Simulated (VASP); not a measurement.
# CO2 (CO2-I) (Pa-3) in VASP: a series of runs

Runs on CO2 (CO2-I). Level: PBE+D3(BJ). Tasks: single point, relaxation of cell and atoms.

All numbers are computed with VASP 6.6.1; they aren't measurements. Logs are shortened: lines on timing, memory, paths and dates and some standing lists are left out, and cuts for length are marked.

## 1. The cell of the first run

The structure is cubic, space group Pa-3 (No. 205). The conventional cell has a = 5.195 Å, b = 5.195 Å, c = 5.195 Å, α = 90.00°, β = 90.00°, γ = 90.00°. Within 1.6 Å of C (site symmetry -3) lie 2 O at 1.17 Å. Within 1.6 Å of O (site symmetry 3) lie 1 C at 1.17 Å.

## 2. Single point, PBE+D3(BJ)

INCAR

```
SYSTEM = CO2
  PREC = Accurate
  ENCUT = 520
  EDIFF = 1E-6
  ISMEAR = 0
  SIGMA = 0.01
  LREAL = .FALSE.
  LASPH = .TRUE.
  NELM = 80
  ALGO = Normal
  ISIF = 2
  LWAVE = .FALSE.
  LCHARG = .FALSE.
  GGA = PE
  IVDW = 12
  NBANDS = 44
```

KPOINTS

```
Automatic mesh
0
G
  4 4 4
  0 0 0
```

POSCAR

```
CO2
1.0
    5.1952713972      0.0000000000      0.0000000000
    0.0000000000      5.1952713972      0.0000000000
    0.0000000000      0.0000000000      5.1952713972
C O
4 8
Direct
    0.0000000000      0.0000000000      0.0000000000
    0.5000000000      0.0000000000      0.5000000000
    0.5000000000      0.5000000000      0.0000000000
    0.0000000000      0.5000000000      0.5000000000
    0.1294760949      0.1294760949      0.1294760949
    0.8705239051      0.8705239051      0.8705239051
    0.3705239051      0.8705239051      0.6294760949
    0.6294760949      0.1294760949      0.3705239051
    0.6294760949      0.3705239051      0.8705239051
    0.3705239051      0.6294760949      0.1294760949
    0.8705239051      0.6294760949      0.3705239051
    0.1294760949      0.3705239051      0.6294760949
```

Potentials or basis: VASP PAW PBE potentials, release 64 (C, O).

Launch:

```
> cat potpaw_PBE.64/C/POTCAR potpaw_PBE.64/O/POTCAR > POTCAR
> mpirun -np 1 vasp_std > vasp.out
```

OUTCAR:

```text
SYSTEM = CO2
   PREC = Accurate
   ENCUT = 520
   EDIFF = 1E-6
   ISMEAR = 0
   LREAL = .FALSE.
   LASPH = .TRUE.
   NELM = 80
   ISIF = 2
   GGA = PE
   IVDW = 12
 IVDW          = 12

 ion  position               nearest neighbor table
   1  0.000  0.000  0.000-   5 1.17   6 1.17
   2  0.500  0.000  0.500-   7 1.17   8 1.17
   3  0.500  0.500  0.000-   9 1.17  10 1.17
   4  0.000  0.500  0.500-  11 1.17  12 1.17
   5  0.129  0.129  0.129-   1 1.17
   6  0.871  0.871  0.871-   1 1.17
   7  0.371  0.871  0.629-   2 1.17
   8  0.629  0.129  0.371-   2 1.17
   9  0.629  0.371  0.871-   3 1.17
  10  0.371  0.629  0.129-   3 1.17
  11  0.871  0.629  0.371-   4 1.17
  12  0.129  0.371  0.629-   4 1.17

  LATTYP: Found a simple cubic cell.
 ALAT       =     5.1952713972

  Lattice vectors:

 A1 = (   5.1952713972,   0.0000000000,   0.0000000000)
 A2 = (   0.0000000000,   5.1952713972,   0.0000000000)
 A3 = (   0.0000000000,   0.0000000000,   5.1952713972)

Analysis of symmetry for initial positions (statically):
=====================================================================
 Subroutine PRICEL returns:
 Original cell was already a primitive cell.

 Routine SETGRP: Setting up the symmetry group for a
 simple cubic supercell.

 Subroutine GETGRP returns: Found 24 space group operations
 (whereof  6 operations were pure point group operations)
 out of a pool of 48 trial point group operations.

The static configuration has the point symmetry S_6 .
 The point group associated with its full space group is T_h .

Analysis of symmetry for dynamics (positions and initial velocities):
=====================================================================
 Subroutine PRICEL returns:
 Original cell was already a primitive cell.

 Routine SETGRP: Setting up the symmetry group for a
 simple cubic supercell.

 Subroutine GETGRP returns: Found 24 space group operations
 (whereof  6 operations were pure point group operations)
 out of a pool of 48 trial point group operations.

The dynamic configuration has the point symmetry S_6 .
 The point group associated with its full space group is T_h .

 Subroutine INISYM returns: Found 24 space group operations
 (whereof  6 operations are pure point group operations),
 and found     1 'primitive' translations

----------------------------------------------------------------------------------------

                                     Primitive cell

  volume of cell :     140.2248

  direct lattice vectors                    reciprocal lattice vectors
     5.195271397  0.000000000  0.000000000     0.192482726  0.000000000  0.000000000
     0.000000000  5.195271397  0.000000000     0.000000000  0.192482726  0.000000000
     0.000000000  0.000000000  5.195271397     0.000000000  0.000000000  0.192482726

  length of vectors
     5.195271397  5.195271397  5.195271397     0.192482726  0.192482726  0.192482726

  position of ions in fractional coordinates (direct lattice)
     0.000000000  0.000000000  0.000000000
     0.500000000  0.000000000  0.500000000
     0.500000000  0.500000000  0.000000000
     0.000000000  0.500000000  0.500000000
     0.129476095  0.129476095  0.129476095
     0.870523905  0.870523905  0.870523905
     0.370523905  0.870523905  0.629476095
     0.629476095  0.129476095  0.370523905
     0.629476095  0.370523905  0.870523905
     0.370523905  0.629476095  0.129476095
     0.870523905  0.629476095  0.370523905
     0.129476095  0.370523905  0.629476095

  ion indices of the primitive-cell ions
   primitive index   ion index
                 1           1
                 2           2
                 3           3
                 4           4
                 5           5
                 6           6
                 7           7
                 8           8
                 9           9
                10          10
                11          11
                12          12

----------------------------------------------------------------------------------------

 KPOINTS: Automatic mesh

Automatic generation of k-mesh.
 Grid dimensions read from file:
 generate k-points for:    4    4    4

 Generating k-lattice:

  Cartesian coordinates                     Fractional coordinates (reciprocal lattice)
     0.048120681  0.000000000  0.000000000     0.250000000  0.000000000  0.000000000
     0.000000000  0.048120681  0.000000000     0.000000000  0.250000000  0.000000000
     0.000000000  0.000000000  0.048120681     0.000000000  0.000000000  0.250000000

  Length of vectors
     0.048120681  0.048120681  0.048120681

  Shift w.r.t. Gamma in fractional coordinates (k-lattice)
     0.000000000  0.000000000  0.000000000

 Subroutine IBZKPT returns following result:
 ===========================================

 Found     11 irreducible k-points:

 Following reciprocal coordinates:
            Coordinates               Weight
  0.000000  0.000000  0.000000      1.000000
  0.250000  0.000000  0.000000      6.000000
  0.500000  0.000000  0.000000      3.000000
  0.250000  0.250000  0.000000     12.000000
  0.500000  0.250000  0.000000      6.000000
 -0.250000  0.500000  0.000000      6.000000
  0.500000  0.500000  0.000000      3.000000
  0.250000  0.250000  0.250000      8.000000
  0.500000  0.250000  0.250000     12.000000
  0.500000  0.500000  0.250000      6.000000
  0.500000  0.500000  0.500000      1.000000
   k-points           NKPTS =     11   k-points in BZ     NKDIM =     11   number of bands    NBANDS=     44
   number of dos      NEDOS =    301   number of ions     NIONS =     12
   total plane-waves  NPLWV =  64000
   dimension x,y,z NGX =    40 NGY =   40 NGZ =   40
   dimension x,y,z NGXF=    80 NGYF=   80 NGZF=   80
   ions per type =               4   8
   NGX,Y,Z   is equivalent  to a cutoff of  12.80, 12.80, 12.80 a.u.
   NGXF,Y,Z  is equivalent  to a cutoff of  25.60, 25.60, 25.60 a.u.
 SYSTEM =  CO2
   PREC   = accura    normal or accurate (medium, high low for compatibility)
   ISTART =      0    job   : 0-new  1-cont  2-samecut
   ICHARG =      2    charge: 1-file 2-atom 10-const
   ISPIN  =      1    spin polarized calculation?
   LNONCOLLINEAR =      F non collinear calculations
   LSORBIT =      F    spin-orbit coupling
   LASPH  =      T    aspherical Exc in radial PAW
   ENCUT  =  520.0 eV  38.22 Ry    6.18 a.u.   9.66  9.66  9.66*2*pi/ulx,y,z
   NELM   =     80;   NELMIN=  2; NELMDL= -5     # of ELM steps
   EDIFF  = 0.1E-05   stopping-criterion for ELM
   LREAL  =      F    real-space projection
   EDIFFG = 0.1E-04   stopping-criterion for IOM
   NSW    =      0    number of steps for IOM
   IBRION =     -1    ionic relax: 0-MD 1-quasi-New 2-CG
   NFREE  =      0    steps in history (QN), initial steepest desc. (CG)
   ISIF   =      2    stress and relaxation
   ISYM   =      2    0-nonsym 1-usesym 2-fastsym
   POTIM  = 0.5000    time-step for ionic-motion
   TEBEG  =    0.0;   TEEND  =   0.0 temperature during run
   PSTRESS=    0.0 pullay stress
   NELECT =      64.0000    total number of electrons
   NUPDOWN=      -1.0000    fix difference up-down
   EMIN   =  10.00;   EMAX   =-10.00  energy-range for DOS
   EFERMI =   0.00;   METHOD = LEGACY
   ISMEAR =     0;   SIGMA  =   0.01  broadening in eV -4-tet -1-fermi 0-gaus
   EFERMI_NEDOS =   21; number of points for ismear=-14 and -15
   IALGO  =     38    algorithm
   IMIX   =      4    mixing-type and parameters
     AMIX     =   0.40;   BMIX     =  1.00
     AMIX_MAG =   1.60;   BMIX_MAG =  1.00
  volume/ion in A,a.u.               =      11.69        78.86
  Fermi-wavevector in a.u.,A,eV,Ry     =   1.260453  2.381910 21.616137  1.588741
  Thomas-Fermi vector in A             =   2.393962
   LORBIT       =      0    0 simple, 1 ext, 2 COOP (PROOUT), +10 PAW based schemes
   GGA     = PE    functional components
   LHFCALC =     F    Hartree Fock is set to
   AEXX    =    0.0000 exact exchange contribution
   IVDW    =    12    specifies the selected vdW correction
   LEPSILON=     F    determine dielectric tensor
   LRPA    =     F    only Hartree local field effects (RPA)
 non-spin polarized calculation
 Gauss-broadening in eV      SIGMA  =   0.01
  energy-cutoff  :      520.00
  volume of cell :      140.22
 maximum number of plane-waves:      3840
 NGX is ok and might be reduce to    40
   NGX = 19   NGY = 19   NGZ = 19

 number of electron      63.9999956 magnetization

 Free energy of the ion-electron system (eV)
  ---------------------------------------------------
  ext. energy  EPLUGINS =         0.00000000
  ---------------------------------------------------
  free energy    TOTEN  =       -91.35880970 eV

  energy without entropy =      -91.35880970  energy(sigma->0) =      -91.35880970

 E-fermi :  -2.0203     XC(G=0):  -9.0050

 val. band max:       -2.0735630307   @ k =   0.0000   0.0000   0.0000
 cond. band min:       5.0214230990   @ k =   0.0000   0.0000   0.0000
 fundamental gap:      7.0949861297
 Fermi energy:        -2.0203288051

 k-point     1 :       0.0000    0.0000    0.0000
  band No.  band energies     occupation
      1     -23.1168      2.00000
      2     -22.6462      2.00000
      3     -22.6462      2.00000
      4     -22.6462      2.00000
      5     -21.8010      2.00000
      6     -21.8010      2.00000
[... 36 lines left out ...]
     43       9.4285      0.00000
     44       9.4285      0.00000

 k-point     2 :       0.2500    0.0000    0.0000
  band No.  band energies     occupation
      1     -23.0562      2.00000
      2     -22.7263      2.00000
      3     -22.6457      2.00000
      4     -22.6457      2.00000
      5     -21.7939      2.00000
      6     -21.7913      2.00000
[... 415 lines left out ...]
 k-point    11 :       0.5000    0.5000    0.5000
  band No.  band energies     occupation
      1     -22.7637      2.00000
      2     -22.7637      2.00000
      3     -22.7637      2.00000
      4     -22.7637      2.00000
      5     -21.7733      2.00000
      6     -21.7733      2.00000
[... 36 lines left out ...]
     43       8.1304      0.00000
     44       8.1304      0.00000

------------------------ aborting loop because EDIFF is reached ----------------------------------------

 Edisp (eV)   -1.10078

 E8    (eV) :    -0.2870

  FORCE on cell =-STRESS in cart. coord.  units (eV):
  Direction    XX          YY          ZZ          XY          YZ          ZX
  --------------------------------------------------------------------------------------
  -------------------------------------------------------------------------------------
  Total       6.07285     6.07285     6.07285     0.00000    -0.00000     0.00000
  in kB      69.38707    69.38707    69.38707     0.00000    -0.00000     0.00000
  external pressure =       69.39 kB  Pullay stress =        0.00 kB

 VOLUME and BASIS-vectors are now :
 -----------------------------------------------------------------------------
  energy-cutoff  :      520.00
  volume of cell :      140.22
      direct lattice vectors                 reciprocal lattice vectors
     5.195271397  0.000000000  0.000000000     0.192482726  0.000000000  0.000000000
     0.000000000  5.195271397  0.000000000     0.000000000  0.192482726  0.000000000
     0.000000000  0.000000000  5.195271397     0.000000000  0.000000000  0.192482726

 POSITION                                       TOTAL-FORCE (eV/Angst)
 -----------------------------------------------------------------------------------
      0.00000      0.00000      0.00000        -0.000000     -0.000000      0.000000
      2.59764      0.00000      2.59764        -0.000000     -0.000000      0.000000
      2.59764      2.59764      0.00000        -0.000000     -0.000000      0.000000
      0.00000      2.59764      2.59764        -0.000000     -0.000000      0.000000
      0.67266      0.67266      0.67266         0.381942      0.381942      0.381942
      4.52261      4.52261      4.52261        -0.381942     -0.381942     -0.381942
      1.92497      4.52261      3.27030        -0.381942     -0.381942      0.381942
      3.27030      0.67266      1.92497         0.381942      0.381942     -0.381942
      3.27030      1.92497      4.52261         0.381942     -0.381942     -0.381942
      1.92497      3.27030      0.67266        -0.381942      0.381942      0.381942
      4.52261      3.27030      1.92497        -0.381942      0.381942     -0.381942
      0.67266      1.92497      3.27030         0.381942     -0.381942      0.381942
 -----------------------------------------------------------------------------------
    total drift:                               -0.000000      0.000000     -0.000000

  FREE ENERGIE OF THE ION-ELECTRON SYSTEM (eV)
  ---------------------------------------------------
  free  energy   TOTEN  =       -92.4595916587 eV

  energy  without entropy=      -92.4595916587  energy(sigma->0) =      -92.45959166
```

It took 28 s on 1 thread of Intel Xeon 6975P-C (Granite Rapids), shared host; peak memory 0.25 GiB.

Results:

```
Free energy                : -92.4596 eV
Pressure                   : 6.9 GPa
Largest force              : 0.662 eV/Å
Band gap on the k mesh     : 7.09 eV, direct
Dispersion energy per atom : -0.092 eV
```

Forces in eV/Å, atoms in the order of the input:
```
C    0.000  0.000  0.000
C    0.000  0.000  0.000
C    0.000  0.000  0.000
C    0.000  0.000  0.000
O    0.382  0.382  0.382
O   -0.382 -0.382 -0.382
O   -0.382 -0.382  0.382
O    0.382  0.382 -0.382
O    0.382 -0.382 -0.382
O   -0.382  0.382  0.382
O   -0.382  0.382 -0.382
O    0.382 -0.382  0.382
```

Levels at points of the mesh, in eV from the valence-band top:
```tsv
k point	band 28	band 29	band 30	band 31	band 32	band 33	band 34	band 35	band 36	band 37
(0.00, 0.00, 0.00)	-0.33	-0.33	-0.33	0.00	0.00	7.09	7.72	7.72	7.72	8.19
(0.50, 0.00, 0.00)	-0.63	-0.50	-0.50	-0.11	-0.11	7.66	7.66	8.01	8.01	8.39
(0.50, 0.50, 0.00)	-0.54	-0.43	-0.43	-0.43	-0.43	7.66	7.66	7.66	7.66	8.64
(0.50, 0.50, 0.50)	-0.58	-0.52	-0.52	-0.52	-0.52	7.61	7.61	7.61	7.61	8.97
```

A k mesh can miss the band edges. PBE gaps usually lie below the measured ones, often by a third to a half.

## 3. Relaxation of cell and atoms, PBE+D3(BJ), target pressure 5 GPa, at which the enthalpy is minimised

This run uses another cell than the first one, of 12.41 Å³/atom, 1.062 times its volume.

INCAR

```
SYSTEM = CO2
ALGO = Normal
EDIFF = 1E-7
EDIFFG = -0.003
ENCUT = 600
GGA = PE
IBRION = 2
ISIF = 3
ISMEAR = 0
IVDW = 12
LASPH = .TRUE.
LCHARG = .FALSE.
LREAL = .FALSE.
LWAVE = .FALSE.
NELM = 60
NSW = 80
PREC = Accurate
PSTRESS = 50.0
SIGMA = 0.01
```

KPOINTS

```
k-points
0
G
  4 4 4
  0 0 0
```

POSCAR

```
CO2
1.0
    5.3000000000      0.0000000000      0.0000000000
    0.0000000000      5.3000000000      0.0000000000
    0.0000000000      0.0000000000      5.3000000000
C O
4 8
Direct
    0.0000000000      0.0000000000      0.0000000000
    0.5000000000      0.0000000000      0.5000000000
    0.5000000000      0.5000000000      0.0000000000
    0.0000000000      0.5000000000      0.5000000000
    0.1250000000      0.1250000000      0.1250000000
    0.8750000000      0.8750000000      0.8750000000
    0.3750000000      0.8750000000      0.6250000000
    0.6250000000      0.1250000000      0.3750000000
    0.6250000000      0.3750000000      0.8750000000
    0.3750000000      0.6250000000      0.1250000000
    0.8750000000      0.6250000000      0.3750000000
    0.1250000000      0.3750000000      0.6250000000
```

Potentials or basis: VASP PAW PBE potentials, release 64 (C, O).

Launch:

```
> cat potpaw_PBE.64/C/POTCAR potpaw_PBE.64/O/POTCAR > POTCAR
> mpirun -np 1 vasp_std > vasp.out
```

It took 5 min on 1 thread of Intel Xeon 6975P-C (Granite Rapids), shared host; peak memory 0.29 GiB.

It converged, with:

```yaml
Free_energy: -92.4736 eV
Relaxed_volume: 11.49 Å³/atom
Relaxed_cell: a = 5.166 Å, b = 5.166 Å, c = 5.166 Å, α = 90.00°, β = 90.00°, γ = 90.00°
Space_group_after_relaxing_to_0.05_Å: Pa-3 (No. 205)
Energy_change_on_relaxing_the_enthalpy_is_what_falls: -0.5 meV/atom
Ionic_steps: 12
Pressure_after_relaxing: 5.0 GPa
Band_gap_on_the_k_mesh: 7.06 eV, direct
Dispersion_energy_per_atom: -0.093 eV
```

The path:
| step | energy change (eV) | largest force (eV/Å) | pressure (GPa) | volume (Å³) |
| --- | --- | --- | --- | --- |
| 1 | 0.0000 | 2.8140 | 11.65 | 148.88 |
| 2 | 5.6800 | 9.0458 | -28.87 | 160.25 |
| 3 | -0.2936 | 0.2126 | 1.85 | 150.50 |
| 4 | -0.2923 | 0.0703 | 2.78 | 150.31 |
| 5 | -0.2912 | 0.1298 | 2.97 | 150.27 |
| 6 | -0.2446 | 0.1277 | 3.40 | 147.57 |
| 7 | -0.0600 | 0.1487 | 5.09 | 139.67 |
| 8 | -0.0025 | 0.1540 | 5.59 | 137.76 |
| 9 | 0.0678 | 1.2773 | 0.68 | 137.58 |
| 10 | -0.0028 | 0.0013 | 5.07 | 137.75 |
| 11 | -0.0027 | 0.0016 | 5.06 | 137.74 |
| 12 | -0.0060 | 0.0023 | 5.03 | 137.85 |

Final structure:
```
C O
1.0
     5.16574    0.00000    0.00000
     0.00000    5.16574    0.00000
     0.00000    0.00000    5.16574
C O
4 8
Direct
  0.00000 0.00000 0.00000
  0.50000 0.00000 0.50000
  0.50000 0.50000 0.00000
  0.00000 0.50000 0.50000
  0.13083 0.13083 0.13083
  0.86917 0.86917 0.86917
  0.36917 0.86917 0.63083
  0.63083 0.13083 0.36917
  0.63083 0.36917 0.86917
  0.36917 0.63083 0.13083
  0.86917 0.63083 0.36917
  0.13083 0.36917 0.63083
```

Levels at points of the mesh, in eV from the valence-band top:
```tsv
k point	band 28	band 29	band 30	band 31	band 32	band 33	band 34	band 35	band 36	band 37
(0.00, 0.00, 0.00)	-0.35	-0.35	-0.35	0.00	0.00	7.06	7.58	7.58	7.58	8.08
(0.50, 0.00, 0.00)	-0.66	-0.52	-0.52	-0.11	-0.11	7.52	7.52	7.88	7.88	8.28
(0.50, 0.50, 0.00)	-0.57	-0.45	-0.45	-0.45	-0.45	7.53	7.53	7.53	7.53	8.53
(0.50, 0.50, 0.50)	-0.61	-0.55	-0.55	-0.55	-0.55	7.47	7.47	7.47	7.47	8.87
```

Caveat: the cell is relaxed towards a set pressure, so the enthalpy falls and the energy may rise.
